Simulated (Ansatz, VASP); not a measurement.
Two plane-wave programs on MgZn3Se3S

```xyz
8
Lattice="4.0494 -0.0008 0.0002 -2.0254 3.5055 0.0002 0.0007 0.0010 13.2360" Properties=species:S:1:pos:R:3 pbc="T T T"
Mg    2.0247    1.1655    3.1839
Zn    2.0271    1.1675    9.9571
Zn   -0.0018    2.3371    0.0601
Zn   -0.0009    2.3407    6.6402
Se    0.0022    2.3364    9.1296
Se    2.0235    1.1696   12.4515
Se    2.0239    1.1719    5.7961
S     0.0001    2.3340    2.4180
```

Change from the starting cell: cell x1, atoms moved at random (sigma 0.1 Å) and cell strained at random (1.5 %), then relaxed without symmetry.

Alike in both runs: functional PBE; k mesh 6 × 6 × 1; occupations gaussian, width 0.1 eV; no spin polarisation.

Ansatz relaxed the structure, and its values are those at the end. VASP's run is a single point on that final structure, the one shown.

```csv
,VASP,Ansatz
version,VASP 6.6.1,Ansatz 0.2.0
potentials or method,"VASP PAW PBE potentials, release 64 (Mg, Zn, Se, S), cutoff 520 eV","scalar-relativistic, plane waves, PAW"
valence electrons in the cell,62,100
```

Ansatz gave:

* gap on the k mesh at the Fermi level (eV): 1.50
* least direct gap on the mesh (eV): 1.50
* pressure (GPa): 0.0
* rms of the force components (eV/Å): 0.005

Task: Which values does VASP return?

Result: gap on the k mesh at the Fermi level (eV): 1.50; least direct gap on the mesh (eV): 1.50; pressure (GPa): 0.1; rms of the force components (eV/Å): 0.009.

VASP's potentials hold 62 valence electrons a cell and Ansatz's 100, so a difference there can come from the potentials and not from the codes.

The k mesh is coarse, so the values compare programs but aren't converged.
